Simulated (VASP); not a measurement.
Crystal: Ni.

```xyz
1
Lattice="0.0000 1.7376 1.7376 1.7376 0.0000 1.7376 1.7376 1.7376 0.0000" Properties=species:S:1:pos:R:3 pbc="T T T"
Ni    0.0000    0.0000    0.0000
```

* Program: VASP 6.6.1
* Task: relaxation of cell and atoms
* Functional: PBE
* Potentials or basis: VASP PAW PBE potentials, release 64 (Ni_sv_GW)
* Cutoff: 590 eV
* k mesh: 13 × 13 × 13
* Occupations: gaussian, width 0.05 eV
* Spin: collinear spin, ferromagnetic start
* Starting moments: [1.0] μB
* Fixed moment: 1 μB
* Hubbard terms: Ni d U = 5.0 eV

At the start: pressure 9.0 GPa; volume 10.49 Å³/atom.

Question: Where does the relaxation end?

Answer: Over 3 steps the energy falls by 12.2 meV/atom and the volume is 10.95 Å³/atom (+4.4 %); space group Fm-3m (No. 225, to 0.05 Å); moment 1.00 μB per cell.

Step by step:
| step | energy change (eV) | largest force (eV/Å) | pressure (GPa) | volume (Å³) |
| --- | --- | --- | --- | --- |
| 1 | 0.0000 | 0.0000 | 8.98 | 10.49 |
| 2 | -0.0019 | 0.0000 | -6.85 | 11.41 |
| 3 | -0.0122 | 0.0000 | -0.04 | 10.95 |

Final structure:
```cif
data_structure
_symmetry_space_group_name_H-M 'P 1'
_symmetry_Int_Tables_number 1
_cell_length_a 2.4927
_cell_length_b 2.4927
_cell_length_c 2.4927
_cell_angle_alpha 60.000
_cell_angle_beta 60.000
_cell_angle_gamma 60.000
_cell_volume 10.95
loop_
_atom_site_label
_atom_site_type_symbol
_atom_site_fract_x
_atom_site_fract_y
_atom_site_fract_z
_atom_site_occupancy
Ni1 Ni 0.00000 0.00000 0.00000 1
```

Caveat: the total moment is fixed, so each spin has its own Fermi level; the U is typed as a test and isn't derived for this compound.
